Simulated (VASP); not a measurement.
Here is a VASP 6.6.1 calculation.

Contents of INCAR:

```
SYSTEM = Na
ALGO = Fast
EDIFF = 1E-6
ENCUT = 520
GGA = PE
ISIF = 2
ISMEAR = 0
LASPH = .True.
LCHARG = .False.
LREAL = .False.
LWAVE = .False.
NBANDS = 14
NELM = 60
PREC = Accurate
SIGMA = 0.1
```

KPOINTS

```
k-points
0
Gamma
  12 12 8
  0 0 0
```

The input POSCAR:

```
Na
1.0
    3.5257649367      0.0000000000      0.0000000000
    0.0000000000      3.6783985207      0.0000000000
    0.0000000000      0.0000000000      5.5736513037
Na
2
Direct
    0.0000000000      0.0000000000      0.0000000000
    0.5000000000      0.5000000000      0.5000000000
```

Potentials or basis: VASP PAW PBE potentials, release 64 (Na_pv).

Command:

```sh
$ cat potpaw_PBE.64/Na_pv/POTCAR > POTCAR
$ mpirun -np 1 vasp_std > vasp.out
```

(1) Estimate the pressure.

(2) What does it give for the band gap on the k mesh?

## Answers

(1) 0.2 GPa.

(2) zero (bands 7 and 8 overlap by 5.27 eV).

Caveat: the cell differs from its parent crystal (uniaxial strain along a: -6.0 %, then relaxed in part).
